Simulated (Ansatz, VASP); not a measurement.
# Ni: VASP beside Ansatz

The input INCAR:

```
PREC = Accurate ; ENCUT = 520
EDIFF = 1E-7 ; ISMEAR = -1
SIGMA = 0.1 ; LREAL = False
LASPH = True ; NELM = 150
ALGO = Normal ; ISIF = 2
LWAVE = False ; LCHARG = False
ISPIN = 2 ; MAGMOM = 1 1 1
LORBIT = 11 ; LMAXMIX = 4
GGA = CA ; NBANDS = 26
```

KPOINTS

```
Automatic mesh
0
Gamma
  15 15 6
```

Contents of POSCAR:

```
Ni
1.0
    0.0000000000      1.7124962486     -1.7124962486
   -1.7124962486      0.0000000000      1.7124962486
    3.4249924972      3.4249924972      3.4249924972
Ni
3
Direct
    0.0000000000      0.0000000000      0.0000000000
    0.3333333330      0.6666666670      0.3333333330
    0.6666666670      0.3333333330      0.6666666670
```

Input for Ansatz:

```yaml
crystal:
  lattice:
    - [0.0, 1.7124962486, -1.7124962486]
    - [-1.7124962486, 0.0, 1.7124962486]
    - [3.4249924972, 3.4249924972, 3.4249924972]
  atoms:
    - { symbol: Ni, position: [0.0, 0.0, 0.0], spin: 1.0 }
    - { symbol: Ni, position: [0.333333333, 0.666666667, 0.333333333], spin: 1.0 }
    - { symbol: Ni, position: [0.666666667, 0.333333333, 0.666666667], spin: 1.0 }
magnetization:
  spin_polarized: true
kpoints:
  mp_grid: { grid: [15, 15, 6] }
scf:
  occupations: { method: fermi_dirac, width: 0.1 }
hamiltonian:
  xc: lda
  pseudopotentials: { kind: all_electron, lapw: { basis_error: 0.001 } }
output:
  forces: true
  stress: true
  eigenvalues: true
```

Alike in both runs: task single point; functional LDA; k mesh 15 × 15 × 6; occupations fermi-dirac, width 0.1 eV; collinear spin.

```csv
,VASP,Ansatz
version,VASP 6.6.1,Ansatz 0.2.0
potentials or method,"VASP PAW LDA potentials, release 64 (Ni), cutoff 520 eV","all-electron LAPW, scalar-relativistic"
```

|  | VASP | Ansatz | Ansatz less VASP |
| --- | --- | --- | --- |
| pressure (GPa) | -0.1 | 0.0 | +0.10 |
| traceless stress, the component that is largest in VASP (GPa) | -0.05 | -0.07 | -0.014 |
| net moment per atom (μB) | 0.55 | 0.58 | +0.029 |
| size of the moment on the site where the two differ most (μB) | 0.55 | 0.60 | +0.046 |

LDA's correlation is that of Perdew and Zunger in VASP and of Perdew and Wang (1992) in Ansatz. Site moments also hang on the region over which each program counts them. Ansatz ran all-electron here, and VASP with PAW potentials.
